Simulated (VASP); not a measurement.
Y, 1 atom in the cell. It takes space group Im-3m (No. 229, cubic). The conventional cell has a = 4.072 Å, b = 4.072 Å, c = 4.072 Å, α = 90.00°, β = 90.00°, γ = 90.00°. Within 4.6 Å of Y (site symmetry m-3m) lie 14 Y at 3.53 to 4.07 Å. This isn't the form of Y at room conditions, which is hcp.

```yaml
Program: VASP 6.6.1
Task: single point
Functional: r2SCAN
Potentials_or_basis: VASP PAW PBE potentials, release 64 (Y_sv)
Cutoff: 520 eV
k_mesh: 18 × 18 × 18
Occupations: fermi-dirac, width 0.05 eV
Spin: collinear spin
Starting_moments: "[0.256] μB"
Dipole_correction: no
Further_INCAR_settings: ALGO = Normal; EDIFF = 1e-07; NBANDS = 16
```

Potentials or basis: VASP PAW PBE potentials, release 64 (Y_sv).

The run is started by

```bash
$ cat potpaw_PBE.64/Y_sv/POTCAR > POTCAR
$ cp INCAR.step1 INCAR
$ mpirun -np 1 vasp_std > vasp.out
$ cp INCAR.step2 INCAR
$ mpirun -np 1 vasp_std > vasp.out
```

Hardware: 1 thread of Intel Xeon 8259CL, with other jobs on the host.

**Question.** Estimate the wall time of this run.

**Answer.** Run time: 36 min on 1 thread of Intel Xeon 8259CL, on a shared host, peak memory 0.33 GiB. Counts: k points 195.
